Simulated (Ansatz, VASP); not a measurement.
AgI in VASP and in Ansatz

```xyz
4
Lattice="4.5457 0.0000 0.0000 -2.2728 3.9367 0.0000 0.0000 0.0000 7.4313" Properties=species:S:1:pos:R:3 pbc="T T T"
Ag    0.0000    2.6245    0.0182
Ag    2.2728    1.3122    3.7339
I     0.0000    2.6245    2.8049
I     2.2728    1.3122    6.5206
```

Alike in both runs: task single point; functional PBE; k mesh 6 × 6 × 4; occupations gaussian, width 0.02 eV; no spin polarisation.

|  | VASP | Ansatz |
| --- | --- | --- |
| version | VASP 6.6.1 | Ansatz 0.2.0 |
| potentials or method | VASP PAW PBE potentials, release 64 (Ag, I), cutoff 500 eV | scalar-relativistic, plane waves, PAW |
| valence electrons in the cell | 36 | 72 |

|  | VASP | Ansatz | Ansatz less VASP |
| --- | --- | --- | --- |
| gap on the k mesh at the Fermi level (eV) | 1.37 | 1.37 | -0.003 |
| least direct gap on the mesh (eV) | 1.37 | 1.37 | -0.003 |
| pressure (GPa) | 2.9 | 3.0 | +0.07 |
| rms of the force components (eV/Å) | 0.004 | 0.004 | +0.0002 |

Atom by atom the forces differ by 0.000 eV/Å (rms over components). With one functional, cell and mesh, what is left measures potentials, basis and numerics. VASP's potentials hold 36 valence electrons a cell and Ansatz's 72, so a difference there can come from the potentials and not from the codes.

Spin-orbit coupling is off throughout.
